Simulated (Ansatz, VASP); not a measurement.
**TaBr in VASP and in Ansatz**

```
Ta Br
1.0
     3.29364    0.00000    0.00000
     0.00000    3.29364    0.00000
     0.00000    0.00000    3.29364
Ta Br
1 1
Direct
  0.50000 0.50000 0.50000
  0.00000 0.00000 0.00000
```

Change from the starting cell: species swapped into the TiRu type (Pm-3m, No. 221).

Alike in both runs: functional PBE; k mesh 16 × 16 × 16; occupations gaussian, width 0.1 eV; no spin polarisation.

Ansatz relaxed the structure, and its values are those at the end. VASP's run is a single point on that final structure, the one shown.

```csv
,VASP,Ansatz
version,VASP 6.6.1,Ansatz 0.2.0
potentials or method,"VASP PAW PBE potentials, release 64 (Ta_pv, Br), cutoff 520 eV","scalar-relativistic, plane waves, PAW"
valence electrons in the cell,18,20
```

```csv
,VASP,Ansatz,Ansatz less VASP
gap on the k mesh at the Fermi level (eV),none,none,-
pressure (GPa),0.1,0.0,-0.14
```

A gap of «none» marks a metal or a gap that the smearing closes. VASP's potentials hold 18 valence electrons a cell and Ansatz's 20, so a difference there can come from the potentials and not from the codes.

Neither program's run includes spin-orbit coupling.
